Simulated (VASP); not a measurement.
# Be2ZnO3 in VASP: notebook, part 2 of 2

VASP 6.6.1.

## 3. Single point, PBE

This run uses another cell than the first one, of 8.49 Å³/atom.

INCAR reads:

```
SYSTEM = Be2ZnO3
PREC = Accurate
ENCUT = 520
EDIFF = 1E-6
ISMEAR = 0
SIGMA = 0.1
LREAL = .False.
LASPH = .True.
NELM = 100
ALGO = Normal
ISIF = 2
LWAVE = .False.
LCHARG = .False.
GGA = PE
NBANDS = 46
```

KPOINTS reads:

```
Automatic mesh
0
Gamma
  4 4 4
  0 0 0
```

POSCAR reads:

```
Be2ZnO3
1.0
    1.5145146644     -0.0028219480     -4.6801830454
    4.9848478409      0.0006445466      0.0081727766
    2.4918544641     -4.3656609543      0.0012718598
Be Zn O
4 2 6
Direct
    0.9994597715      0.4215008683      0.1674594880
    0.0006446451      0.7382042767      0.5159275694
    0.4994117851      0.5889031281      0.8325523235
    0.5007238072      0.2540997771      0.4840448910
    0.9908528206      0.0911302801      0.8258961324
    0.4909053660      0.9169493011      0.1739987792
    0.8611309538      0.4978905343      0.8407765258
    0.9063087108      0.7376538938      0.2178446812
    0.8665598564      0.1287552002      0.4522792594
    0.3612142324      0.3384963519      0.1593084544
    0.4062540408      0.9554230811      0.7821951773
    0.3665340105      0.5809933071      0.5477167185
```

Potentials or basis: VASP PAW PBE potentials, release 64 (Be, Zn, O).

The run is started by

```bash
$ cat potpaw_PBE.64/Be/POTCAR potpaw_PBE.64/Zn/POTCAR potpaw_PBE.64/O/POTCAR > POTCAR
$ mpirun -np 1 vasp_std > vasp.out
```

OUTCAR:

```text
SYSTEM = Be2ZnO3
   PREC = Accurate
   ENCUT = 520
   EDIFF = 1E-6
   ISMEAR = 0
   LREAL = .False.
   LASPH = .True.
   NELM = 100
   ISIF = 2
   GGA = PE

 ion  position               nearest neighbor table
   1  0.999  0.422  0.167-   8 1.64   9 1.68   7 1.69  10 1.70
   2  0.001  0.738  0.516-   8 1.64   7 1.67  12 1.73   9 1.73
   3  0.499  0.589  0.833-  11 1.64  12 1.68  10 1.69   7 1.70
   4  0.501  0.254  0.484-  11 1.64  10 1.67   9 1.73  12 1.73
   5  0.991  0.091  0.826-  11 1.96   7 1.97   9 1.97   8 1.98   6 2.89   6 2.89
   6  0.491  0.917  0.174-   8 1.96  12 1.97  10 1.97  11 1.98   5 2.89   5 2.89
   7  0.861  0.498  0.841-   2 1.67   1 1.69   3 1.70   5 1.97
   8  0.906  0.738  0.218-   1 1.64   2 1.64   6 1.96   5 1.98
   9  0.867  0.129  0.452-   1 1.68   4 1.73   2 1.73   5 1.97
  10  0.361  0.338  0.159-   4 1.67   3 1.69   1 1.70   6 1.97
  11  0.406  0.955  0.782-   3 1.64   4 1.64   5 1.96   6 1.98
  12  0.367  0.581  0.548-   3 1.68   2 1.73   4 1.73   6 1.97

  LATTYP: Found a triclinic cell.
 ALAT       =     8.7579453479
 B/A-ratio  =     1.1043680266
 C/A-ratio  =     0.9970338929
 COS(alpha) =     0.0008520957
 COS(beta)  =     0.4993837560
 COS(gamma) =     0.8557798853

  Lattice vectors:

 A1 = (   5.9633265533,   4.3697719955,   4.6952567388)
 A2 = (   8.4551810174,   0.0041110412,   4.6965285986)
 A3 = (   0.0011389127,   8.7319664552,   0.0056290570)

Analysis of symmetry for initial positions (statically):
=====================================================================
 Subroutine PRICEL returns:
 Original cell was already a primitive cell.

 Routine SETGRP: Setting up the symmetry group for a
 triclinic supercell.

 Subroutine GETGRP returns: Found  1 space group operations
 (whereof  1 operations were pure point group operations)
 out of a pool of  2 trial point group operations.

The static configuration has the point symmetry C_1 .

Analysis of symmetry for dynamics (positions and initial velocities):
=====================================================================
 Subroutine PRICEL returns:
 Original cell was already a primitive cell.

 Routine SETGRP: Setting up the symmetry group for a
 triclinic supercell.

 Subroutine GETGRP returns: Found  1 space group operations
 (whereof  1 operations were pure point group operations)
 out of a pool of  2 trial point group operations.

The dynamic configuration has the point symmetry C_1 .

 Subroutine INISYM returns: Found  1 space group operations
 (whereof  1 operations are pure point group operations),
 and found     1 'primitive' translations

----------------------------------------------------------------------------------------

                                     Primitive cell

  volume of cell :     101.9124

  direct lattice vectors                    reciprocal lattice vectors
     1.514514664 -0.002821948 -4.680183045     0.000350108  0.000137622 -0.213553644
     4.984847841  0.000644547  0.008172777     0.200486874  0.114453812  0.064808860
     2.491854464 -4.365660954  0.001271860     0.000029374 -0.229043581  0.000147609

  length of vectors
     4.919133661  4.984854582  5.026761965     0.213553975  0.239780838  0.229043630

  position of ions in fractional coordinates (direct lattice)
     0.999459771  0.421500868  0.167459488
[... 84 lines left out ...]
   dimension x,y,z NGXF=    80 NGYF=   80 NGZF=   80
   ions per type =               4   2   6
   NGX,Y,Z   is equivalent  to a cutoff of  13.52, 13.34, 13.23 a.u.
   NGXF,Y,Z  is equivalent  to a cutoff of  27.04, 26.68, 26.46 a.u.
 SYSTEM =  Be2ZnO3
   PREC   = accura    normal or accurate (medium, high low for compatibility)
   ISTART =      0    job   : 0-new  1-cont  2-samecut
   ICHARG =      2    charge: 1-file 2-atom 10-const
   ISPIN  =      1    spin polarized calculation?
   LNONCOLLINEAR =      F non collinear calculations
   LSORBIT =      F    spin-orbit coupling
   LASPH  =      T    aspherical Exc in radial PAW
   ENCUT  =  520.0 eV  38.22 Ry    6.18 a.u.   9.15  9.27  9.35*2*pi/ulx,y,z
   NELM   =    100;   NELMIN=  2; NELMDL= -5     # of ELM steps
   EDIFF  = 0.1E-05   stopping-criterion for ELM
   LREAL  =      F    real-space projection
   EDIFFG = 0.1E-04   stopping-criterion for IOM
   NSW    =      0    number of steps for IOM
   IBRION =     -1    ionic relax: 0-MD 1-quasi-New 2-CG
   NFREE  =      0    steps in history (QN), initial steepest desc. (CG)
   ISIF   =      2    stress and relaxation
   ISYM   =      2    0-nonsym 1-usesym 2-fastsym
   POTIM  = 0.5000    time-step for ionic-motion
   TEBEG  =    0.0;   TEEND  =   0.0 temperature during run
   PSTRESS=    0.0 pullay stress
   NELECT =      68.0000    total number of electrons
   NUPDOWN=      -1.0000    fix difference up-down
   EMIN   =  10.00;   EMAX   =-10.00  energy-range for DOS
   EFERMI =   0.00;   METHOD = LEGACY
   ISMEAR =     0;   SIGMA  =   0.10  broadening in eV -4-tet -1-fermi 0-gaus
   EFERMI_NEDOS =   21; number of points for ismear=-14 and -15
   IALGO  =     38    algorithm
   IMIX   =      4    mixing-type and parameters
     AMIX     =   0.40;   BMIX     =  1.00
     AMIX_MAG =   1.60;   BMIX_MAG =  1.00
  volume/ion in A,a.u.               =       8.49        57.31
  Fermi-wavevector in a.u.,A,eV,Ry     =   1.430547  2.703342 27.843844  2.046465
  Thomas-Fermi vector in A             =   2.550380
   LORBIT       =      0    0 simple, 1 ext, 2 COOP (PROOUT), +10 PAW based schemes
   GGA     = PE    functional components
   LHFCALC =     F    Hartree Fock is set to
   AEXX    =    0.0000 exact exchange contribution
   IVDW    =     0    specifies the selected vdW correction
   LEPSILON=     F    determine dielectric tensor
   LRPA    =     F    only Hartree local field effects (RPA)
 non-spin polarized calculation
 Gauss-broadening in eV      SIGMA  =   0.10
  energy-cutoff  :      520.00
  volume of cell :      101.91
 maximum number of plane-waves:      2763
 NGX is ok and might be reduce to    40
   NGX = 19   NGY = 19   NGZ = 19

 number of electron      67.9999994 magnetization

 Free energy of the ion-electron system (eV)
  ---------------------------------------------------
  ext. energy  EPLUGINS =         0.00000000
  ---------------------------------------------------
  free energy    TOTEN  =       -73.92802564 eV

  energy without entropy =      -73.92802564  energy(sigma->0) =      -73.92802564

 E-fermi :   3.0926     XC(G=0): -11.2278

 val. band max:        2.5924819747   @ k =   0.0000   0.0000   0.0000
 cond. band min:       6.1406560169   @ k =   0.0000   0.0000   0.0000
 fundamental gap:      3.5481740423
 Fermi energy:         3.0926336620

 k-point     1 :       0.0000    0.0000    0.0000
  band No.  band energies     occupation
      1     -15.8224      2.00000
      2     -14.5114      2.00000
      3     -14.3019      2.00000
      4     -14.1754      2.00000
      5     -14.1528      2.00000
      6     -14.0159      2.00000
[... 1165 lines left out ...]
     45      15.7200      0.00000
     46      16.2650      0.00000

 [... further k-points ...]

------------------------ aborting loop because EDIFF is reached ----------------------------------------

  FORCE on cell =-STRESS in cart. coord.  units (eV):
  Direction    XX          YY          ZZ          XY          YZ          ZX
  --------------------------------------------------------------------------------------
  -------------------------------------------------------------------------------------
  Total        0.3747940      0.4828795      0.4098577      0.0104269     -0.0685187     -0.0345951
  in kB        5.8921826      7.5914082      6.4434236      0.1639226     -1.0771905     -0.5438737
  external PRESSURE =       6.6423381 kB  Pullay stress =       0.0000000 kB

 VOLUME and BASIS-vectors are now :
 -----------------------------------------------------------------------------
  energy-cutoff  :      520.00
  volume of cell :      101.91
      direct lattice vectors                 reciprocal lattice vectors
     1.514514664 -0.002821948 -4.680183045     0.000350108  0.000137622 -0.213553644
     4.984847841  0.000644547  0.008172777     0.200486874  0.114453812  0.064808860
     2.491854464 -4.365660954  0.001271860     0.000029374 -0.229043581  0.000147609

 POSITION                                       TOTAL-FORCE (eV/Angst)
 -----------------------------------------------------------------------------------
      4.03210     -0.73362     -4.67400        -0.004004     -0.000166     -0.004599
      4.96643     -2.25189      0.00367         0.002450      0.002973     -0.002157
      5.76656     -3.63567     -2.33147        -0.002691      0.000991     -0.003997
      3.23117     -2.11443     -2.34079         0.002045     -0.003071      0.000340
      4.01294     -3.60832     -4.63558         0.004807     -0.006072      0.020417
      5.74792     -0.76041     -2.28981         0.005638      0.007672      0.019285
      5.88120     -3.67265     -4.02511         0.045122     -0.006522      0.015960
      5.59255     -0.95312     -4.23538        -0.023290     -0.046608     -0.050332
      3.08126     -1.97686     -4.05403        -0.026011      0.040537      0.019763
      2.63139     -0.69629     -1.68758         0.045284      0.005987      0.015990
      7.32703     -3.41533     -1.89254        -0.022739      0.046947     -0.051037
      4.81611     -2.39181     -1.71000        -0.026613     -0.042669      0.020367
 -----------------------------------------------------------------------------------
    total drift:                               -0.001758      0.000013      0.002293

  FREE ENERGIE OF THE ION-ELECTRON SYSTEM (eV)
  ---------------------------------------------------
  free  energy   TOTEN  =       -73.9280256443 eV

  energy  without entropy=      -73.9280256443  energy(sigma->0) =      -73.92802564
```

Wall time 91 s (1 thread of Intel Xeon 6975P-C (Granite Rapids), shared host); peak memory 0.31 GiB.

Results:

* Free energy: -73.9280 eV
* Pressure: 0.7 GPa
* Largest force: 0.073 eV/Å
* Band gap on the k mesh: 3.55 eV

Forces on the atoms (eV/Å):
```
Be  -0.004  0.000 -0.005
Be   0.002  0.003 -0.002
Be  -0.003  0.001 -0.004
Be   0.002 -0.003  0.000
Zn   0.005 -0.006  0.020
Zn   0.006  0.008  0.019
O    0.045 -0.007  0.016
O   -0.023 -0.047 -0.050
O   -0.026  0.041  0.020
O    0.045  0.006  0.016
O   -0.023  0.047 -0.051
O   -0.027 -0.043  0.020
```
